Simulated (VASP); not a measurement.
Set up this calculation in VASP 6.6.1, as the native input.

| Item | Value |
| --- | --- |
| Task | electric field gradients |
| Functional | r2SCAN |
| Potentials or basis | VASP PAW PBE potentials, release 64 (Sb, Se) |
| Cutoff | 440 eV |
| k mesh | 3 × 7 × 3 |
| Occupations | fermi-dirac, width 0.02 eV |
| Spin | no spin polarisation |
| Dipole correction | no |
| Further INCAR settings | ALGO = Normal; EDIFF = 1e-07; NBANDS = 72 |

Crystal: Sb2Se3.

```
Sb Se
1.0
    11.77000    0.00000    0.00000
     0.00000    3.96200    0.00000
     0.00000    0.00000   11.62000
Sb Se
8 12
Direct
  0.02557 0.25000 0.32835
  0.97443 0.75000 0.67165
  0.47443 0.75000 0.82835
  0.52557 0.25000 0.17165
  0.14878 0.75000 0.03905
  0.85122 0.25000 0.96095
  0.35122 0.25000 0.53905
  0.64878 0.75000 0.46095
  0.05538 0.25000 0.86894
  0.94462 0.75000 0.13106
  0.44462 0.75000 0.36894
  0.55538 0.25000 0.63106
  0.12890 0.75000 0.44750
  0.87110 0.25000 0.55250
  0.37110 0.25000 0.94750
  0.62890 0.75000 0.05250
  0.21516 0.25000 0.19575
  0.78484 0.75000 0.80425
  0.28484 0.75000 0.69575
  0.71516 0.25000 0.30425
```

These files were run (other wordings do the same):

POSCAR

```
Sb2Se3
1.0
   11.7700000000      0.0000000000      0.0000000000
    0.0000000000      3.9620000000      0.0000000000
    0.0000000000      0.0000000000     11.6200000000
Sb Se
8 12
Direct
    0.0255713862      0.2500000000      0.3283515958
    0.9744286138      0.7500000000      0.6716484042
    0.4744286138      0.7500000000      0.8283515958
    0.5255713862      0.2500000000      0.1716484042
    0.1487816590      0.7500000000      0.0390513241
    0.8512183410      0.2500000000      0.9609486759
    0.3512183410      0.2500000000      0.5390513241
    0.6487816590      0.7500000000      0.4609486759
    0.0553799236      0.2500000000      0.8689416084
    0.9446200764      0.7500000000      0.1310583916
    0.4446200764      0.7500000000      0.3689416084
    0.5553799236      0.2500000000      0.6310583916
    0.1289032051      0.7500000000      0.4474976076
    0.8710967949      0.2500000000      0.5525023924
    0.3710967949      0.2500000000      0.9474976076
    0.6289032051      0.7500000000      0.0525023924
    0.2151608053      0.2500000000      0.1957504163
    0.7848391947      0.7500000000      0.8042495837
    0.2848391947      0.7500000000      0.6957504163
    0.7151608053      0.2500000000      0.3042495837
```

INCAR.step1

```
PREC = Accurate ; ENCUT = 440
ISMEAR = -1 ; SIGMA = 0.02
LREAL = F ; LASPH = T
NELM = 120 ; NBANDS = 72
GGA = PE ; ALGO = Normal
EDIFF = 1E-5 ; LWAVE = T
LCHARG = F ; GGA_COMPAT = F
```

INCAR.step2

```
PREC = Accurate ; ENCUT = 440
EDIFF = 1E-7 ; ISMEAR = -1
SIGMA = 0.02 ; LREAL = F
LASPH = T ; NELM = 120
ALGO = Normal ; ISIF = 2
LWAVE = F ; LCHARG = F
METAGGA = R2SCAN ; LMIXTAU = T
LEFG = T ; NBANDS = 72
ISTART = 1 ; GGA_COMPAT = F
```

KPOINTS

```
Automatic mesh
0
Gamma
  3 7 3
```

Potentials or basis: VASP PAW PBE potentials, release 64 (Sb, Se).

Command:

```sh
$ cat potpaw_PBE.64/Sb/POTCAR potpaw_PBE.64/Se/POTCAR > POTCAR
$ cp INCAR.step1 INCAR
$ mpirun -np 1 vasp_std > vasp.out
$ cp INCAR.step2 INCAR
$ mpirun -np 1 vasp_std > vasp.out
```

Results of the run:

```yaml
Pressure: 0.6 GPa
Largest_force: 0.281 eV/Å
Band_gap_on_the_k_mesh: 1.11 eV (least direct gap 1.23 eV)
Largest_electric_field_gradient_by_atom: Sb -111.0, -150.9 (each value once); Se +159.5, -267.5, +74.9 (each value once) V/Å²
```

Caveat: without QUAD_EFG the Cq values of the log hold for a quadrupole moment of 1 mb, not for the nuclei; the PAW data sets were made with another functional, which shifts forces and pressure a little; spin-orbit coupling is left out, which moves the levels of the heavy elements.

It took 23 min on 1 thread of AMD EPYC 9R45 96-Core Processor (Zen 5), with other jobs on the host, peak memory 0.66 GiB.
